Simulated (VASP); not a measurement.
Li: single point with LDA

The system is Li.

```
Li
1.0
     0.00000    2.20200    2.23503
     2.20200    0.00000    2.23503
     2.20200    2.20200    0.00000
Li
1
Direct
  0.00000 0.00000 0.00000
```

This cell differs from its parent crystal: strain +0.000 along x and y, +0.015 along z.

```
Program             : VASP 6.6.1
Task                : single point
Functional          : LDA
Potentials or basis : VASP PAW LDA potentials, release 64 (Li_sv)
Cutoff              : 520 eV
k mesh              : 18 × 18 × 18
Occupations         : gaussian, width 0.15 eV
Spin                : no spin polarisation
```

```
Band gap on the k mesh : zero (an odd number of electrons rules out a gap without spin polarisation)
```

Levels at points of the mesh, in eV from the Fermi level:
```tsv
k point	band 1	band 2	band 3	band 4	band 5	band 6	band 7
(0.00, 0.00, 0.00)	-45.76	-3.42	13.44	13.44	13.45	17.43	17.49
(0.50, 0.00, 0.00)	-45.75	-0.01	2.74	11.71	11.95	15.76	16.06
(0.50, 0.50, 0.00)	-45.74	1.32	4.38	8.07	8.07	10.38	14.57
(0.50, 0.00, 0.50)	-45.74	1.50	4.58	7.84	7.91	10.18	14.39
```

It took 16 s on 1 thread of Intel(R) Xeon(R) 6975P-C (Granite Rapids), on a shared host, peak memory 0.17 GiB.

Caveat: the cell differs from its parent crystal (strain +0.000 along x and y, +0.015 along z).
